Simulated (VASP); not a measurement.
# SnO (Pmn2_1) in VASP: single point with LDA

Aim: the single point of SnO with LDA.

Everything below comes from runs of VASP 6.6.1. Logs are shortened: lines on timing, memory, paths and dates and some standing lists are left out, and cuts for length are marked.

## Step 1: The cell of the first run

Symmetry: Pmn2_1, No. 31, orthorhombic system. The conventional cell has a = 3.355 Å, b = 5.674 Å, c = 4.222 Å, α = 90.00°, β = 90.00°, γ = 90.00°. Within 2.8 Å of Sn (site symmetry m) lie 3 O at 2.15 to 2.16 Å. O (site symmetry m) has 3 Sn at 2.15 to 2.16 Å within 2.8 Å.

## Step 2: Single point, LDA

Contents of INCAR:

```
PREC = Accurate ; ENCUT = 520
EDIFF = 1E-6 ; ISMEAR = 0
SIGMA = 0.01 ; LREAL = F
LASPH = T ; NELM = 80
ALGO = Normal ; ISIF = 2
LWAVE = F ; LCHARG = F
NBANDS = 28
```

Contents of KPOINTS:

```
regular mesh
0
Gamma
  6 4 6
```

Contents of POSCAR:

```
SnO
1.0
    3.3550050000      0.0000000000      0.0000000000
    0.0000000000      5.6741040000      0.0000000000
    0.0000000000      0.0000000000      4.2219700000
Sn O
2 2
Direct
    0.0000000000      0.2319090000      0.5131440000
    0.5000000000      0.7680910000      0.0131440000
    0.0000000000      0.8912500000      0.7368570000
    0.5000000000      0.1087500000      0.2368570000
```

Potentials or basis: VASP PAW LDA potentials, release 64 (Sn_d, O).

Launch:

```console
$ cat potpaw_LDA.64/Sn_d/POTCAR potpaw_LDA.64/O/POTCAR > POTCAR
$ mpirun -np 1 vasp_std > vasp.out
```

OUTCAR:

```text
PREC = Accurate
   ENCUT = 520
   EDIFF = 1E-6
   ISMEAR = 0
   LREAL = F
   LASPH = T
   NELM = 80
   ISIF = 2

 ion  position               nearest neighbor table
   1  0.000  0.232  0.513-   3 2.15   4 2.16   4 2.16
   2  0.500  0.768  0.013-   4 2.15   3 2.16   3 2.16
   3  0.000  0.891  0.737-   1 2.15   2 2.16   2 2.16
   4  0.500  0.109  0.237-   2 2.15   1 2.16   1 2.16

  LATTYP: Found a simple orthorhombic cell.
 ALAT       =     3.3550050000
 B/A-ratio  =     1.2584094510
 C/A-ratio  =     1.6912356315

  Lattice vectors:

 A1 = (  -3.3550050000,   0.0000000000,   0.0000000000)
 A2 = (   0.0000000000,   0.0000000000,   4.2219700000)
 A3 = (   0.0000000000,   5.6741040000,   0.0000000000)

Analysis of symmetry for initial positions (statically):
=====================================================================
 Subroutine PRICEL returns:
 Original cell was already a primitive cell.

 Routine SETGRP: Setting up the symmetry group for a
 simple orthorhombic supercell.

 Subroutine GETGRP returns: Found  4 space group operations
 (whereof  2 operations were pure point group operations)
 out of a pool of  8 trial point group operations.

The static configuration has the point symmetry C_1h.
 The point group associated with its full space group is C_2v.

Analysis of symmetry for dynamics (positions and initial velocities):
=====================================================================
 Subroutine PRICEL returns:
 Original cell was already a primitive cell.

 Routine SETGRP: Setting up the symmetry group for a
 simple orthorhombic supercell.

 Subroutine GETGRP returns: Found  4 space group operations
 (whereof  2 operations were pure point group operations)
 out of a pool of  8 trial point group operations.

The dynamic configuration has the point symmetry C_1h.
 The point group associated with its full space group is C_2v.

 Subroutine INISYM returns: Found  4 space group operations
 (whereof  2 operations are pure point group operations),
 and found     1 'primitive' translations

----------------------------------------------------------------------------------------

                                     Primitive cell

  volume of cell :      80.3722

  direct lattice vectors                    reciprocal lattice vectors
     3.355005000  0.000000000  0.000000000     0.298062149  0.000000000  0.000000000
     0.000000000  5.674104000  0.000000000     0.000000000  0.176239279  0.000000000
     0.000000000  0.000000000  4.221970000     0.000000000  0.000000000  0.236856254

  length of vectors
     3.355005000  5.674104000  4.221970000     0.298062149  0.176239279  0.236856254

  position of ions in fractional coordinates (direct lattice)
     0.000000000  0.231909000  0.513144000
     0.500000000  0.768091000  0.013144000
     0.000000000  0.891250000  0.736857000
     0.500000000  0.108750000  0.236857000

  ion indices of the primitive-cell ions
   primitive index   ion index
                 1           1
                 2           2
                 3           3
                 4           4

----------------------------------------------------------------------------------------

 KPOINTS: regular mesh

Automatic generation of k-mesh.
 Grid dimensions read from file:
 generate k-points for:    6    4    6

 Generating k-lattice:

  Cartesian coordinates                     Fractional coordinates (reciprocal lattice)
     0.049677025  0.000000000  0.000000000     0.166666667  0.000000000  0.000000000
     0.000000000  0.044059820  0.000000000     0.000000000  0.250000000  0.000000000
     0.000000000  0.000000000  0.039476042     0.000000000  0.000000000  0.166666667

  Length of vectors
     0.049677025  0.044059820  0.039476042

  Shift w.r.t. Gamma in fractional coordinates (k-lattice)
     0.000000000  0.000000000  0.000000000

 Subroutine IBZKPT returns following result:
 ===========================================

 Found     48 irreducible k-points:

 Following reciprocal coordinates:
            Coordinates               Weight
  0.000000  0.000000  0.000000      1.000000
  0.166667  0.000000  0.000000      2.000000
  0.333333  0.000000  0.000000      2.000000
  0.500000  0.000000  0.000000      1.000000
  0.000000  0.250000  0.000000      2.000000
  0.166667  0.250000  0.000000      4.000000
[... 16 lines left out ...]
  0.333333  0.500000  0.166667      4.000000
  0.500000  0.500000  0.166667      2.000000
 [... further k-points ...]
   k-points           NKPTS =     48   k-points in BZ     NKDIM =     48   number of bands    NBANDS=     28
   number of dos      NEDOS =    301   number of ions     NIONS =      4
   total plane-waves  NPLWV =  37632
   dimension x,y,z NGX =    28 NGY =   42 NGZ =   32
   dimension x,y,z NGXF=    56 NGYF=   84 NGZF=   64
   ions per type =               2   2
   NGX,Y,Z   is equivalent  to a cutoff of  13.87, 12.31, 12.60 a.u.
   NGXF,Y,Z  is equivalent  to a cutoff of  27.75, 24.61, 25.20 a.u.
 SYSTEM =  unknown system
   PREC   = accura    normal or accurate (medium, high low for compatibility)
   ISTART =      0    job   : 0-new  1-cont  2-samecut
   ICHARG =      2    charge: 1-file 2-atom 10-const
   ISPIN  =      1    spin polarized calculation?
   LNONCOLLINEAR =      F non collinear calculations
   LSORBIT =      F    spin-orbit coupling
   LASPH  =      T    aspherical Exc in radial PAW
   ENCUT  =  520.0 eV  38.22 Ry    6.18 a.u.   6.24 10.55  7.85*2*pi/ulx,y,z
   NELM   =     80;   NELMIN=  2; NELMDL= -5     # of ELM steps
   EDIFF  = 0.1E-05   stopping-criterion for ELM
   LREAL  =      F    real-space projection
   EDIFFG = 0.1E-04   stopping-criterion for IOM
   NSW    =      0    number of steps for IOM
   IBRION =     -1    ionic relax: 0-MD 1-quasi-New 2-CG
   NFREE  =      0    steps in history (QN), initial steepest desc. (CG)
   ISIF   =      2    stress and relaxation
   ISYM   =      2    0-nonsym 1-usesym 2-fastsym
   POTIM  = 0.5000    time-step for ionic-motion
   TEBEG  =    0.0;   TEEND  =   0.0 temperature during run
   PSTRESS=    0.0 pullay stress
   NELECT =      40.0000    total number of electrons
   NUPDOWN=      -1.0000    fix difference up-down
   EMIN   =  10.00;   EMAX   =-10.00  energy-range for DOS
   EFERMI =   0.00;   METHOD = LEGACY
   ISMEAR =     0;   SIGMA  =   0.01  broadening in eV -4-tet -1-fermi 0-gaus
   EFERMI_NEDOS =   21; number of points for ismear=-14 and -15
   IALGO  =     38    algorithm
   IMIX   =      4    mixing-type and parameters
     AMIX     =   0.40;   BMIX     =  1.00
     AMIX_MAG =   1.60;   BMIX_MAG =  1.00
  volume/ion in A,a.u.               =      20.09       135.59
  Fermi-wavevector in a.u.,A,eV,Ry     =   1.297357  2.451650 22.900458  1.683136
  Thomas-Fermi vector in A             =   2.428755
   LORBIT       =      0    0 simple, 1 ext, 2 COOP (PROOUT), +10 PAW based schemes
   GGA     = CA    functional components
   LHFCALC =     F    Hartree Fock is set to
   AEXX    =    0.0000 exact exchange contribution
   IVDW    =     0    specifies the selected vdW correction
   LEPSILON=     F    determine dielectric tensor
   LRPA    =     F    only Hartree local field effects (RPA)
 non-spin polarized calculation
 Gauss-broadening in eV      SIGMA  =   0.01
  energy-cutoff  :      520.00
  volume of cell :       80.37
 maximum number of plane-waves:      2182
 NGX is ok and might be reduce to    28
   NGX = 13   NGY = 21   NGZ = 15

 number of electron      39.9999992 magnetization

 Free energy of the ion-electron system (eV)
  ---------------------------------------------------
  ext. energy  EPLUGINS =         0.00000000
  ---------------------------------------------------
  free energy    TOTEN  =       -25.18290115 eV

  energy without entropy =      -25.18290115  energy(sigma->0) =      -25.18290115

 E-fermi :   4.6290     XC(G=0):  -9.9655

 val. band max:        4.5244870022   @ k =   0.0000   0.0000   0.0000
 cond. band min:       6.1226341527   @ k =   0.3333   0.5000   0.0000
 fundamental gap:      1.5981471505
 Fermi energy:         4.6290430674

 k-point     1 :       0.0000    0.0000    0.0000
  band No.  band energies     occupation
      1     -16.5527      2.00000
      2     -16.2463      2.00000
      3     -16.1601      2.00000
      4     -16.1360      2.00000
      5     -16.1092      2.00000
      6     -16.0759      2.00000
[... 20 lines left out ...]
     27      13.1713      0.00000
     28      13.7415      0.00000

 k-point     2 :       0.1667    0.0000    0.0000
  band No.  band energies     occupation
      1     -16.5410      2.00000
      2     -16.2446      2.00000
      3     -16.1774      2.00000
      4     -16.1434      2.00000
      5     -16.1216      2.00000
      6     -16.0769      2.00000
[... 20 lines left out ...]
     27      13.0982      0.00000
     28      13.9098      0.00000

 k-point     3 :       0.3333    0.0000    0.0000
  band No.  band energies     occupation
      1     -16.5339      2.00000
      2     -16.3972      2.00000
      3     -16.1316      2.00000
      4     -16.1193      2.00000
      5     -16.1024      2.00000
      6     -16.0838      2.00000
[... 20 lines left out ...]
     27      12.6265      0.00000
     28      14.1511      0.00000

 k-point     4 :       0.5000    0.0000    0.0000
  band No.  band energies     occupation
      1     -16.5063      2.00000
      2     -16.5063      2.00000
      3     -16.1206      2.00000
      4     -16.1206      2.00000
      5     -16.0865      2.00000
      6     -16.0865      2.00000
[... 20 lines left out ...]
     27      13.7680      0.00000
     28      13.7680      0.00000

 k-point     5 :       0.0000    0.2500    0.0000
  band No.  band energies     occupation
      1     -16.5487      2.00000
      2     -16.2485      2.00000
      3     -16.1567      2.00000
      4     -16.1344      2.00000
      5     -16.1106      2.00000
      6     -16.0799      2.00000
[... 20 lines left out ...]
     27      13.4409      0.00000
     28      13.9637      0.00000

 k-point     6 :       0.1667    0.2500    0.0000
  band No.  band energies     occupation
      1     -16.5390      2.00000
      2     -16.2444      2.00000
      3     -16.1799      2.00000
      4     -16.1418      2.00000
      5     -16.1196      2.00000
      6     -16.0791      2.00000
[... 463 lines left out ...]
      5     -16.1162      2.00000
      6     -16.0978      2.00000
[... 20 lines left out ...]
     27      13.6428      0.00000
     28      14.4026      0.00000

 k-point    22 :       0.1667    0.5000    0.1667
  band No.  band energies     occupation
      1     -16.5246      2.00000
      2     -16.2772      2.00000
      3     -16.1734      2.00000
      4     -16.1390      2.00000
      5     -16.1190      2.00000
      6     -16.0901      2.00000
[... 20 lines left out ...]
     27      13.8476      0.00000
     28      14.8334      0.00000

 k-point    23 :       0.3333    0.5000    0.1667
  band No.  band energies     occupation
      1     -16.5322      2.00000
      2     -16.4140      2.00000
      3     -16.1293      2.00000
      4     -16.1286      2.00000
      5     -16.0953      2.00000
      6     -16.0852      2.00000
[... 20 lines left out ...]
     27      13.6938      0.00000
     28      14.2067      0.00000

 k-point    24 :       0.5000    0.5000    0.1667
  band No.  band energies     occupation
      1     -16.5154      2.00000
      2     -16.5154      2.00000
      3     -16.1247      2.00000
      4     -16.1247      2.00000
      5     -16.0800      2.00000
      6     -16.0800      2.00000
[... 20 lines left out ...]
     27      13.6252      0.00000
     28      13.6252      0.00000

 [... further k-points ...]
[... 5 lines left out ...]
  --------------------------------------------------------------------------------------
  -------------------------------------------------------------------------------------
  Total       -3.0747431     -2.4387662     -2.3192030      0.0000000      0.0000000      0.0000000
  in kB      -61.2934131    -48.6155434    -46.2321127      0.0000000      0.0000000      0.0000000
  external PRESSURE =     -52.0470231 kB  Pullay stress =       0.0000000 kB

 VOLUME and BASIS-vectors are now :
 -----------------------------------------------------------------------------
  energy-cutoff  :      520.00
  volume of cell :       80.37
      direct lattice vectors                 reciprocal lattice vectors
     3.355005000  0.000000000  0.000000000     0.298062149  0.000000000  0.000000000
     0.000000000  5.674104000  0.000000000     0.000000000  0.176239279  0.000000000
     0.000000000  0.000000000  4.221970000     0.000000000  0.000000000  0.236856254

 POSITION                                       TOTAL-FORCE (eV/Angst)
 -----------------------------------------------------------------------------------
      0.00000      1.31588      2.16648         0.000000     -0.617535     -0.190839
      1.67750      4.35823      0.05549         0.000000      0.617535     -0.190839
      0.00000      5.05705      3.11099         0.000000      0.176806      0.190839
      1.67750      0.61706      1.00000         0.000000     -0.176806      0.190839
 -----------------------------------------------------------------------------------
    total drift:                                0.000000      0.000000      0.000111

  FREE ENERGIE OF THE ION-ELECTRON SYSTEM (eV)
  ---------------------------------------------------
  free  energy   TOTEN  =       -25.1829011467 eV

  energy  without entropy=      -25.1829011467  energy(sigma->0) =      -25.18290115
```

Run time: 38 s. Hardware: 1 thread of Intel Xeon 6975P-C (Granite Rapids), shared host; peak memory 0.21 GiB.

What came out:

- Free energy: -25.1829 eV
- Pressure: -5.2 GPa
- Largest force: 0.646 eV/Å
- Band gap on the k mesh: 1.60 eV (least direct gap 2.35 eV)

Forces in eV/Å, atoms in the order of the input:
```
Sn   0.000 -0.618 -0.191
Sn   0.000  0.618 -0.191
O    0.000  0.177  0.191
O    0.000 -0.177  0.191
```

Caveat: the cell stands under tension; spin-orbit coupling is left out, which moves the levels of the heavy elements. A k mesh can miss the band edges.
